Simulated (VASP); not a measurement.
Input of a VASP 6.6.1 run:

The input INCAR:

```
  PREC = Accurate
  ENCUT = 520
  EDIFF = 1E-7
  ISMEAR = -1
  SIGMA = 0.05
  LREAL = Auto
  LASPH = True
  NELM = 60
  ALGO = Normal
  ISIF = 2
  LWAVE = False
  LCHARG = True
  GGA = CA
  LELF = True
  LVHAR = True
  NBANDS = 163
```

File KPOINTS:

```
Automatic mesh
0
Gamma
  1 1 1
```

POSCAR

```
Si
1.0
   10.8600000000      0.0000000000      0.0000000000
    0.0000000000     10.8600000000      0.0000000000
    0.0000000000      0.0000000000     10.8600000000
Si
63
Direct
    0.5002966851     -0.0003031308     -0.0012758748
    0.6242948435      0.1255172192      0.1245062615
    0.7497447514      0.2496340700     -0.0004454880
    0.8738729282      0.3774898711      0.1274299263
    0.7494384899      0.0007444751      0.2500897790
    0.8747765193      0.1252411602      0.3752054328
    0.0012734807      0.0006528545      0.0003968692
    0.1240533149      0.1270000000      0.1259391344
    0.2498899632      0.2502227440      0.0001111418
    0.3728353591      0.3761525783      0.1260649171
    0.4992645488      0.4988191529      0.0004175875
    0.6245654696      0.6267245856      0.1250947514
    0.7500939227      0.7500743094     -0.0004192449
    0.8731801105      0.8755584715      0.1253272560
    0.2495663904      0.0002918048      0.2484255985
    0.3764009208      0.1232201657      0.3748732044
    0.4992023941      0.2505245856      0.2488120626
    0.6245412523      0.3751986188      0.3766619705
    0.7464381215      0.5013961326      0.2513207182
    0.7710229282      0.7305627993      0.4802642726
    0.5044930939     -0.0045238490      0.4988673112
    0.6257658379      0.1232519337      0.6240281768
    0.7500746777      0.2496694291      0.4999729282
    0.8731735727      0.3754110497      0.6254402394
    0.7509077348     -0.0047845304      0.7451415285
    0.8747870166      0.1229864641      0.8729526703
   -0.0015582873      0.5016921731      0.0018930939
    0.1208395028      0.6264818600      0.1289849908
    0.2496450276      0.7498480663      0.0003897790
    0.3747900552      0.8751453959      0.1244276243
   -0.0015207182      0.2519171271      0.2515545120
    0.1210893186      0.3787854512      0.3763464088
    0.2477590239      0.5017733886      0.2516832413
    0.3748340700      0.6252953959      0.3752000000
    0.4996954880      0.7503801105      0.2502895028
    0.6332787293      0.8669771639      0.3735715470
    0.0001456722      0.0009968692      0.5005086556
    0.1255988029      0.1257697053      0.6255426335
    0.2497813996      0.2503350829      0.4998448435
    0.3748127072      0.3745385820      0.6250924494
    0.4997114180      0.5004406077      0.5003269797
    0.6332702578      0.6238069061      0.6168604972
    0.8770933702      0.8673092081      0.6171767956
    0.2512471455     -0.0002651013      0.7496455801
    0.3749525783      0.1250722836      0.8749851750
    0.5003005525      0.2487970534      0.7495973297
    0.6243682320      0.3745739411      0.8753465009
    0.7494423573      0.5002628913      0.7505640884
    0.8747726519      0.6253065378      0.8751325967
   -0.0040902394      0.7530970534      0.2540250460
    0.1245508287      0.8754979742      0.3767842541
   -0.0037045120      0.5037096685      0.5030135359
    0.1245645488      0.6268545120      0.6253500921
    0.2503632597      0.7500347145      0.4999144567
    0.3767486188      0.8741606814      0.6240936464
    0.0011824125      0.2505361878      0.7506406998
    0.1240126151      0.3760704420      0.8769478821
    0.2495305709      0.4985273481      0.7502123389
    0.3763257827      0.6248950276      0.8732589319
    0.5043941989      0.7489485267      0.7455062615
    0.6257544199      0.8741115101      0.8731906998
    0.0001178637      0.7505596685      0.7508250460
    0.1256345304      0.8755172192      0.8756214549
```

Potentials or basis: VASP PAW LDA potentials, release 64 (Si).

The run is started by

```bash
$ cat potpaw_LDA.64/Si/POTCAR > POTCAR
$ mpirun -np 1 vasp_gam > vasp.out
```

(1) Estimate the pressure.

(2) Estimate the largest force.

Results:

(1) -1.6 GPa.

(2) 0.296 eV/Å.

Caveat: the k points lie up to 0.58 Å⁻¹ apart.
